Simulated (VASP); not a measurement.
A run of VASP 6.6.1:

File POSCAR:

```
C
1.0
    2.1071951087      0.0000000000      0.0000000000
   -1.0535975543      1.8248844949      0.0000000000
    0.0000000000      0.0000000000      6.8820992250
C
4
Direct
    0.0000000000      0.0000000000      0.0000000000
    0.0000000000      0.0000000000      0.5000000000
    0.3333333333      0.6666666667      0.2500000000
    0.6666666667      0.3333333333      0.7500000000
```

INCAR.step1

```
PREC = Accurate
ENCUT = 600
ISMEAR = -1
SIGMA = 0.1
LREAL = F
LASPH = T
NELM = 80
GGA = PE
ALGO = Normal
EDIFF = 1E-4
LWAVE = T
LCHARG = F
```

INCAR.step2

```
PREC = Accurate
ENCUT = 600
EDIFF = 1E-7
ISMEAR = -1
SIGMA = 0.1
LREAL = F
LASPH = T
NELM = 80
ALGO = Normal
ISIF = 3
LWAVE = F
LCHARG = F
METAGGA = R2SCAN
LMIXTAU = T
IBRION = 2
NSW = 80
EDIFFG = -0.01
ISTART = 1
```

The input KPOINTS:

```
Automatic mesh
0
Gamma
  17 17 5
```

Potentials or basis: VASP PAW PBE potentials, release 64 (C).

Command:

```bash
$ cat potpaw_PBE.64/C/POTCAR > POTCAR
$ cp INCAR.step1 INCAR
$ mpirun -np 1 vasp_std > vasp.out
$ cp INCAR.step2 INCAR
$ mpirun -np 1 vasp_std > vasp.out
```

Hardware: 1 thread of Intel(R) Xeon(R) 6975P-C (Granite Rapids), with other jobs on the host.

Q: Estimate the wall time of this run.

A: Wall time 18 min on 1 thread of Intel(R) Xeon(R) 6975P-C (Granite Rapids), on a shared host, peak memory 0.17 GiB. Counts: k points 99, ion steps 19.
